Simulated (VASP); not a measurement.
# Sc3AlN4 (P-4m2) in VASP: density of states with PBE

Aim: the density of states of Sc3AlN4 with PBE.

Everything below comes from runs of VASP 6.6.1. Logs are shortened: lines on timing, memory, paths and dates and some standing lists are left out, and cuts for length are marked.

### 1 The cell of the first run

It takes space group P-4m2 (No. 115, tetragonal). The conventional cell has a = 3.367 Å, b = 3.367 Å, c = 9.564 Å, α = 90.00°, β = 90.00°, γ = 90.00°. Within 2.8 Å of Sc (site symmetry 2mm) lie 4 N at 2.10 Å. Within 2.8 Å of Sc (site symmetry -4m2) lie 4 N at 2.10 Å. Within 2.6 Å of Al (site symmetry -4m2) lie 4 N at 1.96 Å. Within 2.8 Å of N (site symmetry 2mm) lie 4 Sc at 2.10 Å. N (site symmetry 2mm) has 2 Al at 1.96 Å and 2 Sc at 2.10 Å within 2.6 Å.

### 2 Density of states, PBE

POSCAR

```
Sc3AlN4
1.0
    3.3668376879      0.0000000000      0.0000000000
    0.0000000000      3.3668376879      0.0000000000
    0.0000000000      0.0000000000      9.5642437502
Sc Al N
3 1 4
Direct
    0.0000000000      0.0000000000      0.7365206400
    0.5000000000      0.5000000000      0.0000000000
    0.0000000000      0.0000000000      0.2634793600
    0.5000000000      0.5000000000      0.5000000000
    0.5000000000      0.0000000000      0.8679748436
    0.0000000000      0.5000000000      0.1320251564
    0.5000000000      0.0000000000      0.3944917734
    0.0000000000      0.5000000000      0.6055082266
```

INCAR.step1

```
PREC = Accurate ; ENCUT = 520
EDIFF = 1E-6 ; ISMEAR = 0
SIGMA = 0.02 ; LREAL = F
LASPH = T ; NELM = 60
ALGO = Normal ; ISIF = 2
LWAVE = F ; LCHARG = T
LMAXMIX = 4 ; GGA = PE
NBANDS = 38
```

KPOINTS.step1

```
regular mesh
0
Gamma
  8 8 4
```

INCAR.step2

```
PREC = Accurate ; ENCUT = 520
EDIFF = 1E-6 ; ISMEAR = -5
SIGMA = 0.02 ; LREAL = F
LASPH = T ; NELM = 60
ALGO = Normal ; ISIF = 2
LWAVE = F ; LCHARG = F
LMAXMIX = 4 ; GGA = PE
LORBIT = 10 ; NBANDS = 38
NEDOS = 1001 ; ICHARG = 11
```

KPOINTS.step2

```
regular mesh
0
Gamma
  12 12 6
```

Potentials or basis: VASP PAW PBE potentials, release 64 (Sc_sv, Al, N).

Launch:

```
> cat potpaw_PBE.64/Sc_sv/POTCAR potpaw_PBE.64/Al/POTCAR potpaw_PBE.64/N/POTCAR > POTCAR
> cp INCAR.step1 INCAR
> cp KPOINTS.step1 KPOINTS
> mpirun -np 1 vasp_std > vasp.out
> cp INCAR.step2 INCAR
> cp KPOINTS.step2 KPOINTS
> mpirun -np 1 vasp_std > vasp.out
```

OUTCAR:

```text
PREC = Accurate
   ENCUT = 520
   EDIFF = 1E-6
   ISMEAR = -5
   LREAL = F
   LASPH = T
   NELM = 60
   ISIF = 2
   GGA = PE
   LORBIT = 10
   ICHARG = 11

 ion  position               nearest neighbor table
   1  0.000  0.000  0.737-   8 2.10   8 2.10   5 2.10   5 2.10   4 3.28   4 3.28   4 3.28   4 3.28

   2  0.500  0.500  0.000-   5 2.10   6 2.10   5 2.10   6 2.10
   3  0.000  0.000  0.263-   7 2.10   7 2.10   6 2.10   6 2.10   4 3.28   4 3.28   4 3.28   4 3.28

   4  0.500  0.500  0.500-   7 1.96   8 1.96   7 1.96   8 1.96   1 3.28   3 3.28   1 3.28   1 3.28
                             3 3.28   3 3.28   1 3.28   3 3.28
   5  0.500  0.000  0.868-   1 2.10   1 2.10   2 2.10   2 2.10
   6  0.000  0.500  0.132-   3 2.10   3 2.10   2 2.10   2 2.10
   7  0.500  0.000  0.394-   4 1.96   4 1.96   3 2.10   3 2.10
   8  0.000  0.500  0.606-   4 1.96   4 1.96   1 2.10   1 2.10

  LATTYP: Found a simple tetragonal cell.
 ALAT       =     3.3668376879
 C/A-ratio  =     2.8407201763

  Lattice vectors:

 A1 = (   3.3668376879,   0.0000000000,   0.0000000000)
 A2 = (   0.0000000000,   3.3668376879,   0.0000000000)
 A3 = (   0.0000000000,   0.0000000000,   9.5642437502)

Analysis of symmetry for initial positions (statically):
=====================================================================
 Subroutine PRICEL returns:
 Original cell was already a primitive cell.

 Routine SETGRP: Setting up the symmetry group for a
 simple tetragonal supercell.

 Subroutine GETGRP returns: Found  8 space group operations
 (whereof  8 operations were pure point group operations)
 out of a pool of 16 trial point group operations.

The static configuration has the point symmetry D_2d.

Analysis of symmetry for dynamics (positions and initial velocities):
=====================================================================
 Subroutine PRICEL returns:
 Original cell was already a primitive cell.

 Routine SETGRP: Setting up the symmetry group for a
 simple tetragonal supercell.

 Subroutine GETGRP returns: Found  8 space group operations
 (whereof  8 operations were pure point group operations)
 out of a pool of 16 trial point group operations.

The dynamic configuration has the point symmetry D_2d.

 Subroutine INISYM returns: Found  8 space group operations
 (whereof  8 operations are pure point group operations),
 and found     1 'primitive' translations

----------------------------------------------------------------------------------------

                                     Primitive cell

  volume of cell :     108.4164

  direct lattice vectors                    reciprocal lattice vectors
     3.366837688  0.000000000  0.000000000     0.297014615  0.000000000  0.000000000
     0.000000000  3.366837688  0.000000000     0.000000000  0.297014615  0.000000000
     0.000000000  0.000000000  9.564243750     0.000000000  0.000000000  0.104556097

  length of vectors
     3.366837688  3.366837688  9.564243750     0.297014615  0.297014615  0.104556097

  position of ions in fractional coordinates (direct lattice)
     0.000000000  0.000000000  0.736520640
     0.500000000  0.500000000  0.000000000
     0.000000000  0.000000000  0.263479360
     0.500000000  0.500000000  0.500000000
     0.500000000  0.000000000  0.867974844
     0.000000000  0.500000000  0.132025156
     0.500000000  0.000000000  0.394491773
     0.000000000  0.500000000  0.605508227

  ion indices of the primitive-cell ions
   primitive index   ion index
                 1           1
                 2           2
                 3           3
                 4           4
                 5           5
                 6           6
                 7           7
                 8           8

----------------------------------------------------------------------------------------

 KPOINTS: regular mesh

Automatic generation of k-mesh.
 Grid dimensions read from file:
 generate k-points for:   12   12    6

 Generating k-lattice:

  Cartesian coordinates                     Fractional coordinates (reciprocal lattice)
     0.024751218  0.000000000  0.000000000     0.083333333  0.000000000  0.000000000
     0.000000000  0.024751218  0.000000000     0.000000000  0.083333333  0.000000000
     0.000000000  0.000000000  0.017426016     0.000000000  0.000000000  0.166666667

  Length of vectors
     0.024751218  0.024751218  0.017426016

  Shift w.r.t. Gamma in fractional coordinates (k-lattice)
     0.000000000  0.000000000  0.000000000

 TETIRR: Found   1296 inequivalent tetrahedra from     5184

 Subroutine IBZKPT returns following result:
 ===========================================

 Found    112 irreducible k-points:

 Following reciprocal coordinates:
            Coordinates               Weight
  0.000000  0.000000  0.000000      1.000000
  0.083333  0.000000  0.000000      4.000000
  0.166667  0.000000  0.000000      4.000000
  0.250000  0.000000  0.000000      4.000000
  0.333333  0.000000  0.000000      4.000000
  0.416667  0.000000  0.000000      4.000000
[... 16 lines left out ...]
  0.333333  0.333333  0.000000      4.000000
  0.416667  0.333333  0.000000      8.000000
 [... further k-points ...]
   k-points           NKPTS =    112   k-points in BZ     NKDIM =    112   number of bands    NBANDS=     38
   number of dos      NEDOS =   1001   number of ions     NIONS =      8
   total plane-waves  NPLWV =  56448
   dimension x,y,z NGX =    28 NGY =   28 NGZ =   72
   dimension x,y,z NGXF=    56 NGYF=   56 NGZF=  144
   ions per type =               3   1   4
   NGX,Y,Z   is equivalent  to a cutoff of  13.83, 13.83, 12.52 a.u.
   NGXF,Y,Z  is equivalent  to a cutoff of  27.65, 27.65, 25.03 a.u.
 SYSTEM =  unknown system
   PREC   = accura    normal or accurate (medium, high low for compatibility)
   ISTART =      0    job   : 0-new  1-cont  2-samecut
   ICHARG =     11    charge: 1-file 2-atom 10-const
   ISPIN  =      1    spin polarized calculation?
   LNONCOLLINEAR =      F non collinear calculations
   LSORBIT =      F    spin-orbit coupling
   LASPH  =      T    aspherical Exc in radial PAW
   ENCUT  =  520.0 eV  38.22 Ry    6.18 a.u.   6.26  6.26 17.78*2*pi/ulx,y,z
   NELM   =     60;   NELMIN=  2; NELMDL=  0     # of ELM steps
   EDIFF  = 0.1E-05   stopping-criterion for ELM
   LREAL  =      F    real-space projection
   EDIFFG = 0.1E-04   stopping-criterion for IOM
   NSW    =      0    number of steps for IOM
   IBRION =     -1    ionic relax: 0-MD 1-quasi-New 2-CG
   NFREE  =      0    steps in history (QN), initial steepest desc. (CG)
   ISIF   =      2    stress and relaxation
   ISYM   =      2    0-nonsym 1-usesym 2-fastsym
   POTIM  = 0.5000    time-step for ionic-motion
   TEBEG  =    0.0;   TEEND  =   0.0 temperature during run
   PSTRESS=    0.0 pullay stress
   NELECT =      56.0000    total number of electrons
   NUPDOWN=      -1.0000    fix difference up-down
   EMIN   =  10.00;   EMAX   =-10.00  energy-range for DOS
   EFERMI =   0.00;   METHOD = LEGACY
   ISMEAR =    -5;   SIGMA  =   0.02  broadening in eV -4-tet -1-fermi 0-gaus
   EFERMI_NEDOS =   21; number of points for ismear=-14 and -15
   IALGO  =     38    algorithm
   IMIX   =      4    mixing-type and parameters
     AMIX     =   0.40;   BMIX     =  1.00
     AMIX_MAG =   1.60;   BMIX_MAG =  1.00
  volume/ion in A,a.u.               =      13.55        91.45
  Fermi-wavevector in a.u.,A,eV,Ry     =   1.313528  2.482207 23.474874  1.725355
  Thomas-Fermi vector in A             =   2.443844
   LORBIT       =     10    0 simple, 1 ext, 2 COOP (PROOUT), +10 PAW based schemes
   GGA     = PE    functional components
   LHFCALC =     F    Hartree Fock is set to
   AEXX    =    0.0000 exact exchange contribution
   IVDW    =     0    specifies the selected vdW correction
   LEPSILON=     F    determine dielectric tensor
   LRPA    =     F    only Hartree local field effects (RPA)
 non-spin polarized calculation
 Fermi weights with tetrahedron method with Bloechl corrections
  energy-cutoff  :      520.00
  volume of cell :      108.42
 maximum number of plane-waves:      2948
 NGX is ok and might be reduce to    28

 number of electron      56.0000001 magnetization

 Free energy of the ion-electron system (eV)
  ---------------------------------------------------
  ext. energy  EPLUGINS =         0.00000000
  ---------------------------------------------------
  free energy    TOTEN  =       -67.76704010 eV

  energy without entropy =      -67.76704010  energy(sigma->0) =      -67.76704010

 E-fermi :   3.5369     XC(G=0): -10.5070

 val. band max:        3.5003764990   @ k =   0.5000   0.5000   0.0000
 cond. band min:       5.5010046821   @ k =   0.0000   0.0000   0.0000
 fundamental gap:      2.0006281831
 Fermi energy:         3.5369083288

 k-point     1 :       0.0000    0.0000    0.0000
  band No.  band energies     occupation
      1     -43.8850      2.00000
      2     -43.7617      2.00000
      3     -43.7594      2.00000
      4     -22.7079      2.00000
      5     -22.5096      2.00000
      6     -22.5096      2.00000
[... 30 lines left out ...]
     37       9.1416      0.00000
     38       9.2894      0.00000

 k-point     2 :       0.0833    0.0000    0.0000
  band No.  band energies     occupation
      1     -43.8837      2.00000
      2     -43.7605      2.00000
      3     -43.7584      2.00000
      4     -22.7046      2.00000
      5     -22.5408      2.00000
      6     -22.5078      2.00000
[... 30 lines left out ...]
     37       8.9645      0.00000
     38       9.1728      0.00000
[... 859 lines left out ...]
     37       8.8527      0.00000
     38       9.5090      0.00000

 k-point    24 :       0.4167    0.3333    0.0000
  band No.  band energies     occupation
      1     -43.8540      2.00000
      2     -43.7329      2.00000
      3     -43.7328      2.00000
      4     -22.7471      2.00000
      5     -22.7250      2.00000
      6     -22.6117      2.00000
[... 30 lines left out ...]
     37       8.9946      0.00000
     38       9.3051      0.00000

 [... further k-points ...]
[... 5 lines left out ...]
  --------------------------------------------------------------------------------------
  -------------------------------------------------------------------------------------
  Total        0.3157656      0.3157656      0.3615914      0.0000000      0.0000000      0.0000000
  in kB        4.6663829      4.6663829      5.3435965      0.0000000      0.0000000      0.0000000
  external PRESSURE =       4.8921207 kB  Pullay stress =       0.0000000 kB

 VOLUME and BASIS-vectors are now :
 -----------------------------------------------------------------------------
  energy-cutoff  :      520.00
  volume of cell :      108.42
      direct lattice vectors                 reciprocal lattice vectors
     3.366837688  0.000000000  0.000000000     0.297014615  0.000000000  0.000000000
     0.000000000  3.366837688  0.000000000     0.000000000  0.297014615  0.000000000
     0.000000000  0.000000000  9.564243750     0.000000000  0.000000000  0.104556097

 POSITION                                       TOTAL-FORCE (eV/Angst)
 -----------------------------------------------------------------------------------
      0.00000      0.00000      7.04426         0.000000     -0.000000      0.001810
      1.68342      1.68342      0.00000         0.000000      0.000000      0.000000
      0.00000      0.00000      2.51998         0.000000      0.000000     -0.001810
      1.68342      1.68342      4.78212         0.000000     -0.000000      0.000000
      1.68342      0.00000      8.30152         0.000000     -0.000000      0.000286
      0.00000      1.68342      1.26272         0.000000     -0.000000     -0.000286
      1.68342      0.00000      3.77302         0.000000     -0.000000      0.076170
      0.00000      1.68342      5.79123         0.000000     -0.000000     -0.076170
 -----------------------------------------------------------------------------------
    total drift:                               -0.000000      0.000000     -0.000000

  FREE ENERGIE OF THE ION-ELECTRON SYSTEM (eV)
  ---------------------------------------------------
  free  energy   TOTEN  =       -67.7670400950 eV

  energy  without entropy=      -67.7670400950  energy(sigma->0) =      -67.76704010

 total charge

# of ion       s       p       d       tot
------------------------------------------
    1        2.254   6.236   1.198   9.688
    2        2.245   6.233   1.187   9.664
    3        2.254   6.236   1.198   9.688
    4        0.347   0.386   0.000   0.734
    5        1.259   2.473   0.000   3.732
    6        1.259   2.473   0.000   3.732
    7        1.238   2.518   0.000   3.756
    8        1.238   2.518   0.000   3.756
--------------------------------------------------
tot         12.095  29.074   3.583  44.752
```

Wall time 11 min (1 thread of Intel Xeon Platinum 8259CL at 2.50GHz (Skylake/Cascade Lake), shared host); peak memory 0.49 GiB.

Results:

| Property | Result |
| --- | --- |
| Valence electrons inside the program's atomic spheres | Sc 9.69, 9.66; Al 0.73; N 3.73, 3.76 |
